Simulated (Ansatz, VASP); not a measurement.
One calculation of BN, two programs

Contents of INCAR:

```
ALGO = Normal ; EDIFF = 1E-6
ENCUT = 520 ; GGA = PE
ISIF = 2 ; ISMEAR = -1
LASPH = True ; LCHARG = False
LREAL = False ; LWAVE = False
NBANDS = 11 ; NELM = 80
PREC = Accurate ; SIGMA = 0.02
```

KPOINTS

```
k-points
0
Gamma
  12 12 12
```

POSCAR

```
BN
1.0
   -0.0180482545      1.8048254497      1.8048254497
    1.8048254497     -0.0180482545      1.8048254497
    1.7867771952      1.7867771952      0.0000000000
B N
1 1
Direct
   -0.0000912040     -0.0000912040      0.0000912040
    0.2500912040      0.2500912040      0.2499087960
```

Input for Ansatz:

```yaml
crystal:
  lattice:
    - [-0.0180482545, 1.8048254497, 1.8048254497]
    - [1.8048254497, -0.0180482545, 1.8048254497]
    - [1.7867771952, 1.7867771952, 0.0]
  atoms:
    - { symbol: B, position: [-9.1204e-05, -9.1204e-05, 9.1204e-05] }
    - { symbol: "N", position: [0.250091204, 0.250091204, 0.249908796] }
kpoints:
  mp_grid: { grid: [12, 12, 12] }
  band_path:
    path:
      - [0.0, 0.0, 0.0]
      - [-0.5, -0.5, 0.0]
      - [-0.375, -0.375, 0.25]
      - [-0.375, 0.0, 0.375]
      - [0.0, 0.0, 0.5]
      - [-0.5, -0.25, 0.25]
    npoints: 1
hamiltonian:
  xc: pbe
scf:
  occupations: { method: fermi_dirac, width: 0.02 }
  n_extra_bands: 4
output:
  forces: true
  stress: true
  eigenvalues: true
```

Change from the starting cell: shear_xy strain -2.0%.

Alike in both runs: task single point; functional PBE; k mesh 12 × 12 × 12; occupations fermi-dirac, width 0.02 eV; no spin polarisation.

|  | VASP | Ansatz |
| --- | --- | --- |
| version | VASP 6.6.1 | Ansatz 0.2.0 |
| potentials or method | VASP PAW PBE potentials, release 64 (B, N) | plane waves, PAW |
| plane-wave cutoff (eV) | 520 | 420 |
| valence electrons in the cell | 8 | 8 |

```csv
,VASP,Ansatz,Ansatz less VASP
gap on the k mesh at the Fermi level (eV),4.39,4.40,+0.012
pressure (GPa),5.2,4.9,-0.29
"traceless stress, the component that is largest in VASP (GPa)",9.20,9.13,-0.067
rms of the force components (eV/Å),0.015,0.013,-0.0021
```

Atom by atom the forces differ by 0.002 eV/Å (rms over components). With one functional, cell and mesh, what is left measures potentials, basis and numerics.
